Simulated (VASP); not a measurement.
A run of VASP 6.6.1 is set up as follows.

Contents of INCAR:

```
PREC     = Accurate       # precision mode
ENCUT    = 520            # plane-wave cutoff, eV
EDIFF    = 1E-7           # SCF threshold, eV
ISMEAR   = 0              # smearing method
SIGMA    = 0.2            # smearing width, eV
LREAL    = F              # projectors in reciprocal space
LASPH    = T              # aspherical terms in the spheres
NELM     = 80             # most SCF steps
ALGO     = Normal         # electronic algorithm
ISIF     = 2              # what is computed and relaxed
LWAVE    = F              # write WAVECAR
LCHARG   = F              # write CHGCAR
GGA      = PE             # functional
NBANDS   = 32             # bands
```

Contents of KPOINTS:

```
regular mesh
0
Gamma
  12 12 1
```

File POSCAR:

```
Al3B2Sb
1.0
    3.0644336201      0.0000000000      0.0000000000
   -1.5322168100      2.6538773632      0.0000000000
    0.0000000000      0.0000000000     21.5758857312
Al B Sb
6 4 2
Direct
    0.0000000000      0.0000000000      0.0705946020
    0.0000000000      0.0000000000      0.5705946020
    0.0000000000      0.0000000000      0.4155410444
    0.0000000000      0.0000000000      0.9155410444
    0.6666666667      0.3333333333      0.3133676195
    0.6666666667      0.3333333333      0.8133676195
    0.3333333333      0.6666666667      0.4922096369
    0.3333333333      0.6666666667      0.9922096369
    0.6666666667      0.3333333333      0.4958431355
    0.6666666667      0.3333333333      0.9958431355
    0.3333333333      0.6666666667      0.1874439618
    0.3333333333      0.6666666667      0.6874439618
```

Potentials or basis: VASP PAW PBE potentials, release 64 (Al, B, Sb).

Command:

```console
$ cat potpaw_PBE.64/Al/POTCAR potpaw_PBE.64/B/POTCAR potpaw_PBE.64/Sb/POTCAR > POTCAR
$ mpirun -np 1 vasp_std > vasp.out
```

**Question.** Estimate the largest force.

**Answer.** 0.070 eV/Å.

**Question.** What does it give for the pressure?

**Answer.** 0.1 GPa.

Forces in eV/Å, atoms in the order of the input:
```
Al   0.000  0.000 -0.070
Al   0.000  0.000 -0.070
Al   0.000  0.000  0.030
Al   0.000  0.000  0.030
Al   0.000  0.000  0.023
Al   0.000  0.000  0.023
B    0.000  0.000 -0.021
B    0.000  0.000 -0.021
B    0.000  0.000  0.002
B    0.000  0.000  0.002
Sb   0.000  0.000  0.036
Sb   0.000  0.000  0.036
```
